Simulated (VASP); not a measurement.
# SiO2 (I-42d) in VASP: further runs

Aim: see how the results for SiO2 move with the level of theory and the settings. Levels: BLYP, PBEsol, LDA. Tasks: single point.

Program: VASP 6.6.1. These are calculated values, not measurements. Logs are shortened: lines on timing, memory, paths and dates and some standing lists are left out, and cuts for length are marked.

## Step 1: The cell of the first run

Symmetry: I-42d, No. 122, tetragonal system. The conventional cell has a = 4.748 Å, b = 4.748 Å, c = 7.488 Å, α = 90.00°, β = 90.00°, γ = 90.00°. Si (site symmetry -4) has 4 O at 1.62 Å within 2.2 Å. Within 2.2 Å of O (site symmetry 2) lie 2 Si at 1.62 Å.

## Step 2: Single point, BLYP

INCAR

```
SYSTEM = SiO2
AGGAC = 1.0
AGGAX = 1.0
ALDAC = 0.0
ALDAX = 1.0
ALGO = Normal
EDIFF = 1E-6
ENCUT = 520
GGA = B5
ISIF = 2
ISMEAR = -1
LASPH = .TRUE.
LCHARG = .TRUE.
LELF = .TRUE.
LREAL = .FALSE.
LVHAR = .TRUE.
LWAVE = .FALSE.
NBANDS = 25
NELM = 60
PREC = Accurate
SIGMA = 0.05
```

KPOINTS

```
k-points
0
G
  6 6 6
  0 0 0
```

POSCAR

```
SiO2
1.0
   -2.3740500000      2.3740500000      3.7440000000
    2.3740500000     -2.3740500000      3.7440000000
    2.3740500000      2.3740500000     -3.7440000000
Si O
2 4
Direct
    0.0000000000      0.0000000000      0.0000000000
    0.7500000000      0.2500000000      0.5000000000
    0.9983800000      0.6250000000      0.8733800000
    0.3750000000      0.2483800000      0.3733800000
    0.7516200000      0.1250000000      0.1266200000
    0.8750000000      0.0016200000      0.6266200000
```

Potentials or basis: VASP PAW PBE potentials, release 64 (Si, O).

On the command line:

```console
> cat potpaw_PBE.64/Si/POTCAR potpaw_PBE.64/O/POTCAR > POTCAR
> mpirun -np 1 vasp_std > vasp.out
```

OUTCAR:

```text
SYSTEM = SiO2
   EDIFF = 1E-6
   ENCUT = 520
   GGA = B5
   ISIF = 2
   ISMEAR = -1
   LASPH = .TRUE.
   LREAL = .FALSE.
   NELM = 60
   PREC = Accurate

 ion  position               nearest neighbor table
   1  0.000  0.000  0.000-   3 1.62   4 1.62   5 1.62   6 1.62   2 3.02   2 3.02   2 3.02   2 3.02

   2  0.750  0.250  0.500-   3 1.62   4 1.62   5 1.62   6 1.62   1 3.02   1 3.02   1 3.02   1 3.02

   3  0.998  0.625  0.873-   1 1.62   2 1.62
   4  0.375  0.248  0.373-   1 1.62   2 1.62
   5  0.752  0.125  0.127-   1 1.62   2 1.62
   6  0.875  0.002  0.627-   1 1.62   2 1.62

  LATTYP: Found a body centered tetragonal cell.
 ALAT       =     4.7481000000
 C/A-ratio  =     1.5770518734

  Lattice vectors:

 A1 = (  -2.3740500000,   2.3740500000,   3.7440000000)
 A2 = (   2.3740500000,  -2.3740500000,   3.7440000000)
 A3 = (   2.3740500000,   2.3740500000,  -3.7440000000)

Analysis of symmetry for initial positions (statically):
=====================================================================
 Subroutine PRICEL returns:
 Original cell was already a primitive cell.

 Routine SETGRP: Setting up the symmetry group for a
 body centered tetragonal supercell.

 Subroutine GETGRP returns: Found  8 space group operations
 (whereof  4 operations were pure point group operations)
 out of a pool of 16 trial point group operations.

The static configuration has the point symmetry S_4 .
 The point group associated with its full space group is D_2d.

Analysis of symmetry for dynamics (positions and initial velocities):
=====================================================================
 Subroutine PRICEL returns:
 Original cell was already a primitive cell.

 Routine SETGRP: Setting up the symmetry group for a
 body centered tetragonal supercell.

 Subroutine GETGRP returns: Found  8 space group operations
 (whereof  4 operations were pure point group operations)
 out of a pool of 16 trial point group operations.

The dynamic configuration has the point symmetry S_4 .
 The point group associated with its full space group is D_2d.

 Subroutine INISYM returns: Found  8 space group operations
 (whereof  4 operations are pure point group operations),
 and found     1 'primitive' translations

----------------------------------------------------------------------------------------

                                     Primitive cell

  volume of cell :      84.4064

  direct lattice vectors                    reciprocal lattice vectors
    -2.374050000  2.374050000  3.744000000     0.000000000  0.210610560  0.133547009
     2.374050000 -2.374050000  3.744000000     0.210610560  0.000000000  0.133547009
     2.374050000  2.374050000 -3.744000000     0.210610560  0.210610560  0.000000000

  length of vectors
     5.028892801  5.028892801  5.028892801     0.249382460  0.249382460  0.297848310

  position of ions in fractional coordinates (direct lattice)
     0.000000000  0.000000000  0.000000000
     0.750000000  0.250000000  0.500000000
     0.998380000  0.625000000  0.873380000
     0.375000000  0.248380000  0.373380000
     0.751620000  0.125000000  0.126620000
     0.875000000  0.001620000  0.626620000

  ion indices of the primitive-cell ions
   primitive index   ion index
                 1           1
                 2           2
                 3           3
                 4           4
                 5           5
                 6           6

----------------------------------------------------------------------------------------

 KPOINTS: k-points

Automatic generation of k-mesh.
 Grid dimensions read from file:
 generate k-points for:    6    6    6

 Generating k-lattice:

  Cartesian coordinates                     Fractional coordinates (reciprocal lattice)
     0.000000000  0.035101760  0.022257835     0.166666667  0.000000000  0.000000000
     0.035101760  0.000000000  0.022257835     0.000000000  0.166666667  0.000000000
     0.035101760  0.035101760  0.000000000     0.000000000  0.000000000  0.166666667

  Length of vectors
     0.041563743  0.041563743  0.049641385

  Shift w.r.t. Gamma in fractional coordinates (k-lattice)
     0.000000000  0.000000000  0.000000000

 Subroutine IBZKPT returns following result:
 ===========================================

 Found     30 irreducible k-points:

 Following reciprocal coordinates:
            Coordinates               Weight
  0.000000  0.000000  0.000000      1.000000
  0.166667  0.000000  0.000000      8.000000
  0.333333 -0.000000  0.000000      8.000000
  0.500000  0.000000  0.000000      4.000000
  0.166667  0.166667  0.000000      8.000000
  0.333333  0.166667  0.000000     16.000000
[... 16 lines left out ...]
 -0.333333 -0.333333  0.166667      8.000000
 -0.166667 -0.333333  0.166667      8.000000
 [... further k-points ...]
   k-points           NKPTS =     30   k-points in BZ     NKDIM =     30   number of bands    NBANDS=     25
   number of dos      NEDOS =    301   number of ions     NIONS =      6
   total plane-waves  NPLWV =  64000
   dimension x,y,z NGX =    40 NGY =   40 NGZ =   40
   dimension x,y,z NGXF=    80 NGYF=   80 NGZF=   80
   ions per type =               2   4
   NGX,Y,Z   is equivalent  to a cutoff of  13.22, 13.22, 13.22 a.u.
   NGXF,Y,Z  is equivalent  to a cutoff of  26.45, 26.45, 26.45 a.u.
 SYSTEM =  SiO2
   PREC   = accura    normal or accurate (medium, high low for compatibility)
   ISTART =      0    job   : 0-new  1-cont  2-samecut
   ICHARG =      2    charge: 1-file 2-atom 10-const
   ISPIN  =      1    spin polarized calculation?
   LNONCOLLINEAR =      F non collinear calculations
   LSORBIT =      F    spin-orbit coupling
   LASPH  =      T    aspherical Exc in radial PAW
   ENCUT  =  520.0 eV  38.22 Ry    6.18 a.u.   9.35  9.35  9.35*2*pi/ulx,y,z
   NELM   =     60;   NELMIN=  2; NELMDL= -5     # of ELM steps
   EDIFF  = 0.1E-05   stopping-criterion for ELM
   LREAL  =      F    real-space projection
   EDIFFG = 0.1E-04   stopping-criterion for IOM
   NSW    =      0    number of steps for IOM
   IBRION =     -1    ionic relax: 0-MD 1-quasi-New 2-CG
   NFREE  =      0    steps in history (QN), initial steepest desc. (CG)
   ISIF   =      2    stress and relaxation
   ISYM   =      2    0-nonsym 1-usesym 2-fastsym
   POTIM  = 0.5000    time-step for ionic-motion
   TEBEG  =    0.0;   TEEND  =   0.0 temperature during run
   PSTRESS=    0.0 pullay stress
   NELECT =      32.0000    total number of electrons
   NUPDOWN=      -1.0000    fix difference up-down
   EMIN   =  10.00;   EMAX   =-10.00  energy-range for DOS
   EFERMI =   0.00;   METHOD = LEGACY
   ISMEAR =    -1;   SIGMA  =   0.05  broadening in eV -4-tet -1-fermi 0-gaus
   EFERMI_NEDOS =   21; number of points for ismear=-14 and -15
   IALGO  =     38    algorithm
   IMIX   =      4    mixing-type and parameters
     AMIX     =   0.40;   BMIX     =  1.00
     AMIX_MAG =   1.60;   BMIX_MAG =  1.00
  volume/ion in A,a.u.               =      14.07        94.93
  Fermi-wavevector in a.u.,A,eV,Ry     =   1.184858  2.239057 19.101062  1.403888
  Thomas-Fermi vector in A             =   2.321064
   LORBIT       =      0    0 simple, 1 ext, 2 COOP (PROOUT), +10 PAW based schemes
   GGA     = B5    functional components
   LHFCALC =     F    Hartree Fock is set to
   AEXX    =    0.0000 exact exchange contribution
   IVDW    =     0    specifies the selected vdW correction
   LEPSILON=     F    determine dielectric tensor
   LRPA    =     F    only Hartree local field effects (RPA)
 non-spin polarized calculation
  energy-cutoff  :      520.00
  volume of cell :       84.41
 maximum number of plane-waves:      2317
 NGX is ok and might be reduce to    40
   NGX = 19   NGY = 19   NGZ = 19

 number of electron      32.0000013 magnetization

 Free energy of the ion-electron system (eV)
  ---------------------------------------------------
  ext. energy  EPLUGINS =         0.00000000
  ---------------------------------------------------
  free energy    TOTEN  =       -45.55390831 eV

  energy without entropy =      -45.55390831  energy(sigma->0) =      -45.55390831

 E-fermi :   1.3086     XC(G=0):  -8.2623

 val. band max:        0.1276394905   @ k =   0.0000   0.0000   0.0000
 cond. band min:       6.2077741152   @ k =   0.0000   0.0000   0.0000
 fundamental gap:      6.0801346247
 Fermi energy:         1.3085828344

 k-point     1 :       0.0000    0.0000    0.0000
  band No.  band energies     occupation
      1     -18.8825      2.00000
      2     -16.7753      2.00000
      3     -16.7550      2.00000
      4     -16.7550      2.00000
      5      -8.6135      2.00000
      6      -5.1083      2.00000
[... 17 lines left out ...]
     24      13.8976      0.00000
     25      14.3059      0.00000

 k-point     2 :       0.1667    0.0000    0.0000
  band No.  band energies     occupation
      1     -18.7956      2.00000
      2     -16.9033      2.00000
      3     -16.7794      2.00000
      4     -16.7553      2.00000
      5      -8.4183      2.00000
      6      -5.1911      2.00000
[... 17 lines left out ...]
     24      13.5937      0.00000
     25      14.1056      0.00000

 k-point     3 :       0.3333   -0.0000    0.0000
  band No.  band energies     occupation
      1     -18.5759      2.00000
      2     -17.2255      2.00000
      3     -16.7953      2.00000
      4     -16.7650      2.00000
      5      -7.9722      2.00000
      6      -5.4416      2.00000
[... 17 lines left out ...]
     24      13.1709      0.00000
     25      14.4176      0.00000

 k-point     4 :       0.5000    0.0000    0.0000
  band No.  band energies     occupation
      1     -18.4187      2.00000
      2     -17.4322      2.00000
      3     -16.8005      2.00000
      4     -16.7723      2.00000
      5      -7.7006      2.00000
      6      -5.6125      2.00000
[... 17 lines left out ...]
     24      13.2601      0.00000
     25      14.0055      0.00000
[... 477 lines left out ...]
 k-point    22 :      -0.1667    0.5000    0.1667
  band No.  band energies     occupation
      1     -18.3649      2.00000
      2     -17.4994      2.00000
      3     -16.8090      2.00000
      4     -16.7734      2.00000
      5      -7.5301      2.00000
      6      -5.7587      2.00000
[... 17 lines left out ...]
     24      13.4785      0.00000
     25      14.1064      0.00000

 k-point    23 :      -0.3333   -0.3333    0.1667
  band No.  band energies     occupation
      1     -18.3758      2.00000
      2     -17.4883      2.00000
      3     -16.7950      2.00000
      4     -16.7888      2.00000
      5      -7.4858      2.00000
      6      -5.8143      2.00000
[... 17 lines left out ...]
     24      13.6428      0.00000
     25      14.1422      0.00000

 k-point    24 :      -0.1667   -0.3333    0.1667
  band No.  band energies     occupation
      1     -18.5875      2.00000
      2     -17.2223      2.00000
      3     -16.7826      2.00000
      4     -16.7718      2.00000
      5      -7.9228      2.00000
      6      -5.4098      2.00000
[... 17 lines left out ...]
     24      13.7342      0.00000
     25      14.3104      0.00000

 [... further k-points ...]
[... 5 lines left out ...]
  --------------------------------------------------------------------------------------
  -------------------------------------------------------------------------------------
  Total        3.2618765      3.2618765      2.3430541      0.0000000     -0.0000000      0.0000000
  in kB       61.9159497     61.9159497     44.4751417      0.0000000     -0.0000000      0.0000000
  external PRESSURE =      56.1023470 kB  Pullay stress =       0.0000000 kB

 VOLUME and BASIS-vectors are now :
 -----------------------------------------------------------------------------
  energy-cutoff  :      520.00
  volume of cell :       84.41
      direct lattice vectors                 reciprocal lattice vectors
    -2.374050000  2.374050000  3.744000000     0.000000000  0.210610560  0.133547009
     2.374050000 -2.374050000  3.744000000     0.210610560  0.000000000  0.133547009
     2.374050000  2.374050000 -3.744000000     0.210610560  0.210610560  0.000000000

 POSITION                                       TOTAL-FORCE (eV/Angst)
 -----------------------------------------------------------------------------------
      0.00000      0.00000      0.00000         0.000000     -0.000000     -0.000000
      0.00000      2.37405      1.87200         0.000000     -0.000000      0.000000
      1.18702      2.95987      2.80800         0.000000      0.183745      0.000000
      0.58582      1.18702      0.93600         0.183745     -0.000000      0.000000
     -1.18702      1.78823      2.80800         0.000000     -0.183745      0.000000
     -0.58582      3.56107      0.93600        -0.183745     -0.000000      0.000000
 -----------------------------------------------------------------------------------
    total drift:                                0.000002      0.000002      0.000002

  FREE ENERGIE OF THE ION-ELECTRON SYSTEM (eV)
  ---------------------------------------------------
  free  energy   TOTEN  =       -45.5539083137 eV

  energy  without entropy=      -45.5539083136  energy(sigma->0) =      -45.55390831
```

It took 89 s on 1 thread of AMD EPYC 7R13, shared host; peak memory 0.21 GiB.

What came out:

| Property | Result |
| --- | --- |
| Free energy | -45.5539 eV |
| Pressure | 5.6 GPa |
| Largest force | 0.184 eV/Å |
| Band gap on the k mesh | 6.08 eV |

Forces on the atoms (eV/Å):
```
Si   0.000  0.000  0.000
Si   0.000  0.000  0.000
O    0.000  0.184  0.000
O    0.184  0.000  0.000
O    0.000 -0.184  0.000
O   -0.184  0.000  0.000
```

Levels at points of the mesh, in eV from the valence-band top:
```
           k point  band 13  band 14  band 15  band 16  band 17  band 18  band 19  band 20
(0.00, 0.00, 0.00)    -1.31    -1.02     0.00     0.00     6.08     8.82    11.44    11.44
(0.50, 0.00, 0.00)    -1.24    -0.67    -0.27    -0.18     8.44     9.28    10.15    10.31
(0.50, 0.50, 0.00)    -0.72    -0.72    -0.23    -0.23     9.54     9.54    10.24    10.24
(0.50, 0.50, 0.50)    -1.47    -1.47    -0.10    -0.10     9.09     9.09     9.78     9.78
```

Caveat: the cell stands under pressure; the PAW data sets were made with another functional, which shifts forces and pressure a little. A k mesh can miss the band edges.

## Step 3: Single point, PBEsol

INCAR

```
SYSTEM = SiO2
PREC     = Accurate       ! precision mode
ENCUT    = 520            ! plane-wave cutoff, eV
EDIFF    = 1E-6           ! SCF threshold, eV
ISMEAR   = -1             ! smearing method
SIGMA    = 0.05           ! smearing width, eV
LREAL    = .False.        ! projectors in reciprocal space
LASPH    = .True.         ! aspherical terms in the spheres
NELM     = 80             ! most SCF steps
ALGO     = Normal         ! electronic algorithm
ISIF     = 2              ! what is computed and relaxed
LWAVE    = .False.        ! write WAVECAR
LCHARG   = .False.        ! write CHGCAR
GGA      = PS             ! functional
NBANDS   = 25             ! bands
```

KPOINTS

```
regular mesh
0
Gamma
  6 6 6
  0 0 0
```

POSCAR is that of step 2.

Potentials or basis: VASP PAW PBE potentials, release 64 (Si, O).

On the command line:

```console
> cat potpaw_PBE.64/Si/POTCAR potpaw_PBE.64/O/POTCAR > POTCAR
> mpirun -np 1 vasp_std > vasp.out
```

Wall time 1.7 min (1 thread of AMD EPYC 7R13, shared host); peak memory 0.21 GiB.

The run converged. Its results:

```yaml
Free_energy: -49.2978 eV
Pressure: 1.6 GPa
Largest_force: 0.027 eV/Å
Band_gap_on_the_k_mesh: 5.97 eV
```

Forces in eV/Å, atoms in the order of the input:
```
Si   0.000  0.000  0.000
Si   0.000  0.000  0.000
O    0.000  0.027  0.000
O    0.027  0.000  0.000
O    0.000 -0.027  0.000
O   -0.027  0.000  0.000
```

Stress tensor (GPa, compression positive):
```
2.29 0.00 0.00
0.00 2.29 0.00
0.00 0.00 0.36
```

Levels at points of the mesh, in eV from the valence-band top:
| k point | band 13 | band 14 | band 15 | band 16 | band 17 | band 18 | band 19 | band 20 |
| --- | --- | --- | --- | --- | --- | --- | --- | --- |
| (0.00, 0.00, 0.00) | -1.33 | -1.03 | 0.00 | 0.00 | 5.97 | 8.57 | 11.19 | 11.19 |
| (0.50, 0.00, 0.00) | -1.28 | -0.68 | -0.29 | -0.18 | 8.31 | 9.17 | 9.96 | 10.12 |
| (0.50, 0.50, 0.00) | -0.75 | -0.75 | -0.24 | -0.24 | 9.41 | 9.41 | 10.05 | 10.05 |
| (0.50, 0.50, 0.50) | -1.50 | -1.50 | -0.11 | -0.11 | 8.97 | 8.97 | 9.59 | 9.59 |

Caveat: the PAW data sets were made with another functional, which shifts forces and pressure a little.

(Part 1 of 2 ends here.)
